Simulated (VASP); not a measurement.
Crystal: CdSe.

```
Cd Se
1.0
     0.00000    3.19049    3.19049
     3.19049    0.00000    3.19049
     3.19049    3.19049    0.00000
Cd Se
1 1
Direct
  0.00000 0.00000 0.00000
  0.25000 0.25000 0.25000
```

This cell differs from its parent crystal: strain +4.0%.

Base run:

```yaml
Program: VASP 6.6.1
Functional: r2SCAN
Potentials_or_basis: VASP PAW PBE potentials, release 64 (Cd, Se)
Cutoff: 520 eV
k_mesh: 8 × 8 × 8
Occupations: gaussian, width 0.01 eV
Spin: no spin polarisation
```

Its results: band gap on the k mesh 0.76 eV, direct; pressure -4.5 GPa.

Q: The run is repeated on the same cell with these changes: functional from r2SCAN to PBE; cutoff from 520 eV to 500 eV; k mesh from 8 × 8 × 8 to 4 × 4 × 4. What comes out?

A: Band gap on the k mesh 0.29 eV, direct; pressure -2.9 GPa.

Several settings changed at once, so the effect can't be laid on one alone.

Caveats: some runs use coarse meshes; the PAW data sets were made with another functional, which shifts forces and pressure a little (some runs).

